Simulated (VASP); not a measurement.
Input of a VASP 6.6.1 run:

Contents of POSCAR:

```
TePb
1.0
    0.0000000000      3.2190000000      3.2190000000
    3.2190000000      0.0000000000      3.2190000000
    3.2190000000      3.2190000000      0.0000000000
Pb Te
1 1
Direct
    0.0000000000      0.0000000000      0.0000000000
    0.5000000000      0.5000000000      0.5000000000
```

The input INCAR.step1:

```
SYSTEM = TePb
PREC = Accurate
ENCUT = 520
ISMEAR = 0
SIGMA = 0.01
LREAL = .False.
LASPH = .True.
NELM = 150
MAGMOM = 0 0 0 0 0 0
LSORBIT = .True.
GGA_COMPAT = .False.
NBANDS = 32
GGA = PE
ALGO = Normal
EDIFF = 1E-4
LWAVE = .True.
LCHARG = .False.
```

Contents of INCAR.step2:

```
SYSTEM = TePb
PREC = Accurate
ENCUT = 520
EDIFF = 1E-6
ISMEAR = 0
SIGMA = 0.01
LREAL = .False.
LASPH = .True.
NELM = 150
ALGO = Normal
ISIF = 2
LWAVE = .False.
LCHARG = .True.
MAGMOM = 0 0 0 0 0 0
LORBIT = 11
LSORBIT = .True.
GGA_COMPAT = .False.
LORBMOM = .True.
METAGGA = R2SCAN
LMIXTAU = .True.
LVHAR = .True.
NBANDS = 32
ISTART = 1
```

File KPOINTS:

```
Automatic mesh
0
Gamma
  8 8 8
  0 0 0
```

Potentials or basis: VASP PAW PBE potentials, release 64 (Pb_d, Te).

The run is started by

```console
$ cat potpaw_PBE.64/Pb_d/POTCAR potpaw_PBE.64/Te/POTCAR > POTCAR
$ cp INCAR.step1 INCAR
$ mpirun -np 1 vasp_ncl > vasp.out
$ cp INCAR.step2 INCAR
$ mpirun -np 1 vasp_ncl > vasp.out
```

Estimate the net moment.

0.00 μB per cell.

Predict the pressure.

2.0 GPa.

Moments on the atoms (μB; x, y, z):
```
Pb  0.00 0.00 0.00
Te  0.00 0.00 0.00
```

Caveat: the PAW data sets were made with another functional, which shifts forces and pressure a little.
